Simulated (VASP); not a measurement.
Here is a VASP 6.6.1 calculation.

INCAR

```
SYSTEM = Co
ALGO = Normal ; EDIFF = 1E-6
ENCUT = 600 ; GGA_COMPAT = .False.
ISIF = 2 ; ISMEAR = -1
ISPIN = 2 ; LASPH = .True.
LCHARG = .False. ; LMAXMIX = 4
LORBIT = 11 ; LREAL = .False.
LWAVE = .False. ; MAGMOM = 2 2
NBANDS = 28 ; NELM = 200
PREC = Accurate ; SIGMA = 0.05
```

KPOINTS

```
k-points
0
Gamma
  12 12 7
  0 0 0
```

POSCAR

```
Co
1.0
    2.5361491194      0.0000000000      0.0000000000
   -1.2680745597      2.1963695652      0.0000000000
    0.0000000000      0.0000000000      4.1429820789
Co
2
Direct
    0.3333333333      0.6666666667      0.7401390000
    0.6666666667      0.3333333333      0.2598610000
```

Potentials or basis: VASP PAW LDA potentials, release 64 (Co_sv).

Run with:

```bash
$ cat potpaw_LDA.64/Co_sv/POTCAR > POTCAR
$ mpirun -np 1 vasp_std > vasp.out
```

Question: What does it give for the largest force?

Answer: 0.244 eV/Å.

Question: Predict the pressure.

Answer: -29.9 GPa.

Question: Estimate the site moments.

Answer: Co +1.66 μB.

Question: Estimate the net moment.

Answer: 3.24 μB per cell.

Forces on the atoms (eV/Å):
```
Co   0.000  0.000  0.244
Co   0.000  0.000 -0.244
```

Caveat: the cell stands under tension.
